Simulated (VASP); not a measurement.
A run of VASP 6.6.1 is set up as follows.

Contents of INCAR:

```
ALGO     = Normal         # electronic algorithm
EDIFF    = 1E-7           # SCF threshold, eV
ENCUT    = 520            # plane-wave cutoff, eV
ISIF     = 2              # what is computed and relaxed
ISMEAR   = 0              # smearing method
LASPH    = T              # aspherical terms in the spheres
LCHARG   = F              # write CHGCAR
LREAL    = F              # projectors in reciprocal space
LWAVE    = F              # write WAVECAR
NBANDS   = 11             # bands
NELM     = 100            # most SCF steps
PREC     = Accurate       # precision mode
SIGMA    = 0.1            # smearing width, eV
```

The input KPOINTS:

```
k-points
0
Gamma
  14 14 14
```

The input POSCAR:

```
Ca
1.0
   -2.1093932211      2.1093932211      2.1093932211
    2.1093932211     -2.1093932211      2.1093932211
    2.1093932211      2.1093932211     -2.1093932211
Ca
1
Direct
    0.0000000000      0.0000000000      0.0000000000
```

Potentials or basis: VASP PAW LDA potentials, release 64 (Ca_sv).

Launch:

```console
$ cat potpaw_LDA.64/Ca_sv/POTCAR > POTCAR
$ mpirun -np 1 vasp_std > vasp.out
```

Estimate the band gap on the k mesh.

zero (band 5 reaches 2.58 eV, above the bottom of band 6 at 2.18 eV).

Estimate the pressure.

0.0 GPa.
